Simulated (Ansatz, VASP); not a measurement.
Tl: VASP beside Ansatz

```
CELL_PARAMETERS angstrom
-2.11333 2.11333 1.97474
2.11333 -2.11333 1.97474
2.11333 2.11333 -1.97474
ATOMIC_POSITIONS crystal
Tl 0.00000 0.00000 0.00000
```

Alike in both runs: task relaxation of cell and atoms; functional PBE; k mesh 14 × 14 × 14; occupations gaussian, width 0.1 eV; no spin polarisation.

|  | VASP | Ansatz |
| --- | --- | --- |
| version | VASP 6.6.1 | Ansatz 0.2.0 |
| potentials or method | VASP PAW PBE potentials, release 64 (Tl_d), cutoff 600 eV | scalar-relativistic, plane waves, PAW |
| valence electrons in the cell | 13 | 13 |

|  | VASP | Ansatz | Ansatz less VASP |
| --- | --- | --- | --- |
| gap on the k mesh at the Fermi level, each at its own relaxed structure (eV) | none | none | - |
| relaxed volume (Å³/atom) | 31.34 | 31.33 | -0.012 |
| relaxed length of the cell vector where the two differ most in proportion (Å) | 3.440 | 3.440 | -0.0004 |

A gap of «none» marks a metal or a gap that the smearing closes.

Spin-orbit coupling is off throughout.
